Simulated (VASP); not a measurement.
A run of VASP 6.6.1:

Contents of INCAR:

```
PREC     = Accurate       # precision mode
ENCUT    = 520            # plane-wave cutoff, eV
EDIFF    = 1E-6           # SCF threshold, eV
ISMEAR   = 0              # smearing method
SIGMA    = 0.05           # smearing width, eV
LREAL    = False          # projectors in reciprocal space
LASPH    = True           # aspherical terms in the spheres
NELM     = 80             # most SCF steps
ALGO     = Normal         # electronic algorithm
ISIF     = 2              # what is computed and relaxed
LWAVE    = False          # write WAVECAR
LCHARG   = False          # write CHGCAR
GGA      = PE             # functional
NBANDS   = 16             # bands
```

Contents of KPOINTS:

```
Automatic mesh
0
Gamma
  9 9 6
```

Contents of POSCAR:

```
MgO
1.0
    3.4616679379      0.0000000000      0.0000000000
   -1.7308339690      2.9978923737      0.0000000000
    0.0000000000      0.0000000000      4.0359586488
Mg O
2 2
Direct
    0.6666666667      0.3333333333      0.7500000000
    0.3333333333      0.6666666667      0.2500000000
    0.6666666667      0.3333333333      0.2500000000
    0.3333333333      0.6666666667      0.7500000000
```

Potentials or basis: VASP PAW PBE potentials, release 64 (Mg, O).

Launch:

```bash
$ cat potpaw_PBE.64/Mg/POTCAR potpaw_PBE.64/O/POTCAR > POTCAR
$ mpirun -np 1 vasp_std > vasp.out
```

Hardware: 1 thread of Intel(R) Xeon(R) 6975P-C (Granite Rapids), on a shared host.

Task: Estimate the wall time of this run.

Result: Wall time 13 s on 1 thread of Intel(R) Xeon(R) 6975P-C (Granite Rapids), on a shared host, peak memory 0.17 GiB. Counts: scf iterations 12, k points 48.
